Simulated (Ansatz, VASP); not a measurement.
**One calculation of CsI, two programs**

POSCAR

```
CsI
1.0
    4.5624510538      0.0000000000      0.0000000000
    0.0000000000      4.5624510538      0.0000000000
    0.0000000000      0.0000000000      4.5624510538
Cs I
1 1
Direct
    0.0000000000      0.0000000000      0.0000000000
    0.5000000000      0.5000000000      0.5000000000
```

Contents of INCAR.step1:

```
PREC = Accurate
ENCUT = 550
ISMEAR = 0
SIGMA = 0.02
LREAL = F
LASPH = T
NELM = 120
NBANDS = 15
GGA = PE
ALGO = Normal
EDIFF = 1E-5
LWAVE = T
LCHARG = F
GGA_COMPAT = F
```

Contents of INCAR.step2:

```
PREC = Accurate
ENCUT = 550
EDIFF = 1E-6
ISMEAR = 0
SIGMA = 0.02
LREAL = F
LASPH = T
NELM = 120
ALGO = Normal
ISIF = 2
LWAVE = F
LCHARG = F
METAGGA = R2SCAN
LMIXTAU = T
NBANDS = 15
ISTART = 1
GGA_COMPAT = F
```

KPOINTS

```
regular mesh
0
Gamma
  6 6 6
```

Input for Ansatz:

```yaml
crystal:
  lattice:
    - [4.5624511838, 0.0, 0.0]
    - [0.0, 4.5624511838, 0.0]
    - [0.0, 0.0, 4.5624511838]
  atoms:
    - { symbol: Cs, position: [0.0, 0.0, 0.0] }
    - { symbol: I, position: [0.5, 0.5, 0.5] }
basis:
  ecutwfc: 500
kpoints:
  mp_grid: { grid: [6, 6, 6] }
hamiltonian:
  xc: r2scan
scf:
  occupations: { method: gaussian, width: 0.02 }
output:
  forces: true
  stress: true
  eigenvalues: true
```

Alike in both runs: task single point; functional r2SCAN; k mesh 6 × 6 × 6; occupations gaussian, width 0.02 eV; no spin polarisation.

|  | VASP | Ansatz |
| --- | --- | --- |
| version | VASP 6.6.1 | Ansatz 0.2.0 |
| potentials or method | VASP PAW PBE potentials, release 64 (Cs_sv, I), cutoff 550 eV | scalar-relativistic, plane waves, PAW |
| valence electrons in the cell | 16 | 26 |

Ansatz gave:

| Item | Value |
| --- | --- |
| gap on the k mesh at the Fermi level (eV) | 4.62 |
| least direct gap on the mesh (eV) | 4.71 |
| pressure (GPa) | 0.4 |

Q: Which values does VASP return?

A: gap on the k mesh at the Fermi level (eV): 4.61; least direct gap on the mesh (eV): 4.69; pressure (GPa): 0.5.

VASP's potentials were made for PBE, not for r2SCAN. With one functional, cell and mesh, what is left measures potentials, basis and numerics. VASP's potentials hold 16 valence electrons a cell and Ansatz's 26, so a difference there can come from the potentials and not from the codes.

Neither program's run includes spin-orbit coupling.
